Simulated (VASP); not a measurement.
Input of a VASP 6.6.1 run:

INCAR

```
SYSTEM = TaOs
ALGO = Fast
EDIFF = 1E-7
ENCUT = 520
GGA = PE
ISIF = 2
ISMEAR = 0
LASPH = .TRUE.
LCHARG = .TRUE.
LELF = .TRUE.
LREAL = .FALSE.
LVHAR = .TRUE.
LWAVE = .FALSE.
NBANDS = 16
NELM = 100
PREC = Accurate
SIGMA = 0.1
```

The input KPOINTS:

```
k-points
0
G
  24 24 12
  0 0 0
```

File POSCAR:

```
TaOs
1.0
    2.8975945380     -0.0000000029      0.0000000000
   -1.4487972665      2.5093904812      0.0000000000
    0.0000000000      0.0000000000      4.4538447330
Ta Os
1 1
Direct
    0.0000000000      0.0000000000      0.0000000000
    0.3333333333      0.6666666667      0.5000000000
```

Potentials or basis: VASP PAW PBE potentials, release 64 (Ta_pv, Os).

The run is started by

```sh
$ cat potpaw_PBE.64/Ta_pv/POTCAR potpaw_PBE.64/Os/POTCAR > POTCAR
$ mpirun -np 1 vasp_std > vasp.out
```

Problem. Estimate the pressure.

Solution. 0.1 GPa.

Problem. Estimate the band gap on the k mesh.

Solution. Zero (an odd number of electrons rules out a gap without spin polarisation).

Stress tensor (GPa, compression positive):
```
 0.21  0.00  0.00
 0.00  0.21  0.00
 0.00  0.00 -0.03
```

Caveat: spin-orbit coupling is left out, which moves the levels of the heavy elements.
